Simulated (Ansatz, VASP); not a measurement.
## BAs in VASP and in Ansatz

```
B As
1.0
     0.00000    2.21206    2.30823
     2.21206    0.00000    2.30823
     2.21206    2.21206    0.00000
B As
1 1
Direct
  0.00000 0.00000 0.00000
  0.75000 0.75000 0.75000
```

Change from the starting cell: strain -0.080 along x and y, -0.040 along z, atoms carried along.

Alike in both runs: task single point; functional PBE; k mesh 10 × 10 × 10; occupations gaussian, width 0.05 eV; no spin polarisation.

|  | VASP | Ansatz |
| --- | --- | --- |
| version | VASP 6.6.1 | Ansatz 0.2.0 |
| potentials or method | VASP PAW PBE potentials, release 64 (B, As), cutoff 520 eV | scalar-relativistic, plane waves, PAW |
| valence electrons in the cell | 8 | 18 |

Ansatz gave:

| Property | Result |
| --- | --- |
| gap on the k mesh at the Fermi level (eV) | 0.62 |
| least direct gap on the mesh (eV) | 3.31 |
| pressure (GPa) | 41.5 |
| traceless stress, the component that is largest in VASP (GPa) | -7.21 |

Task: Estimate VASP's values.

Result: gap on the k mesh at the Fermi level (eV): 0.61; least direct gap on the mesh (eV): 3.31; pressure (GPa): 43.1; traceless stress, the component that is largest in VASP (GPa): -7.14.

Both programs put the cell under a high pressure, so it lies far from rest at this level. VASP's potentials hold 8 valence electrons a cell and Ansatz's 18, so a difference there can come from the potentials and not from the codes.
